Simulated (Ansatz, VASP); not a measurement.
Two plane-wave programs on AlCu

INCAR

```
SYSTEM = AlCu
ALGO = Fast
EDIFF = 1E-6
ENCUT = 520
GGA = PS
ISIF = 2
ISMEAR = 0
LASPH = .TRUE.
LCHARG = .FALSE.
LREAL = .FALSE.
LWAVE = .FALSE.
NBANDS = 14
NELM = 100
PREC = Accurate
SIGMA = 0.15
```

The input KPOINTS:

```
k-points
0
G
  16 16 16
  0 0 0
```

POSCAR

```
AlCu
1.0
    2.9975090000      0.0112406588      0.0000000000
    0.0112406588      2.9975090000      0.0000000000
    0.0000000000      0.0000000000      2.9975090000
Al Cu
1 1
Direct
    0.0000000000      0.0000000000      0.0000000000
    0.5000000000      0.5000000000      0.5000000000
```

Input for Ansatz:

```yaml
crystal:
  lattice:
    - [2.997509, 0.0112406588, 0.0]
    - [0.0112406588, 2.997509, 0.0]
    - [0.0, 0.0, 2.997509]
  atoms:
    - { symbol: Al, position: [0.0, 0.0, 0.0] }
    - { symbol: Cu, position: [0.5, 0.5, 0.5] }
basis:
  ecutwfc: 420
kpoints:
  mp_grid: { grid: [16, 16, 16] }
hamiltonian:
  xc: pbesol
scf:
  occupations: { method: gaussian, width: 0.15 }
output:
  forces: true
  stress: true
  eigenvalues: true
```

Change from the starting cell: strain +0.0075 x Voigt [0, 0, 0, 0, 0, 1], atoms carried along.

Alike in both runs: task single point; functional PBEsol; k mesh 16 × 16 × 16; occupations gaussian, width 0.15 eV; no spin polarisation.

```csv
,VASP,Ansatz
version,VASP 6.6.1,Ansatz 0.2.0
potentials or method,"VASP PAW PBE potentials, release 64 (Al, Cu), cutoff 520 eV","scalar-relativistic, plane waves, PAW"
valence electrons in the cell,14,22
```

```csv
,VASP,Ansatz,Ansatz less VASP
gap on the k mesh at the Fermi level (eV),none,none,-
pressure (GPa),-4.5,-4.8,-0.34
"traceless stress, the component that is largest in VASP (GPa)",-0.21,-0.21,-0.002
```

VASP's potentials were made for PBE, not for PBEsol. A gap of «none» marks a metal or a gap that the smearing closes. VASP's potentials hold 14 valence electrons a cell and Ansatz's 22, so a difference there can come from the potentials and not from the codes.
